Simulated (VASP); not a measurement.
A run of VASP 6.6.1 is set up as follows.

Contents of INCAR:

```
SYSTEM = BaTiO3
PREC = Accurate
ENCUT = 520
EDIFF = 1E-6
ISMEAR = 0
SIGMA = 0.01
LREAL = .False.
LASPH = .True.
NELM = 60
ALGO = Normal
ISIF = 2
LWAVE = .False.
LCHARG = .True.
GGA = PE
LELF = .True.
LVHAR = .True.
NBANDS = 28
```

KPOINTS

```
regular mesh
0
Gamma
  6 6 6
  0 0 0
```

POSCAR

```
BaTiO3
1.0
    3.9634143980      0.0000000000      0.0000000000
    0.0000000000      2.8577462615      2.8742108424
    0.0000000000     -2.8577462615      2.8742108424
Ba Ti O
1 1 3
Direct
    0.0000000000      0.0084123005      0.0084123005
    0.5000000000      0.5239607265      0.5239607265
    0.0000000000      0.4903884208      0.4903884208
    0.5000000000      0.4939726399      0.9801459124
    0.5000000000      0.9801459124      0.4939726399
```

Potentials or basis: VASP PAW PBE potentials, release 64 (Ba_sv, Ti_sv, O).

Command:

```console
$ cat potpaw_PBE.64/Ba_sv/POTCAR potpaw_PBE.64/Ti_sv/POTCAR potpaw_PBE.64/O/POTCAR > POTCAR
$ mpirun -np 1 vasp_std > vasp.out
```

(1) Predict the pressure.

(2) Predict the largest force.

(3) What does it give for the band gap on the k mesh?

## Answers

(1) 4.9 GPa.

(2) 0.155 eV/Å.

(3) 2.25 eV, indirect (least direct gap 2.70 eV).

Caveat: spin-orbit coupling is left out, which moves the levels of the heavy elements.
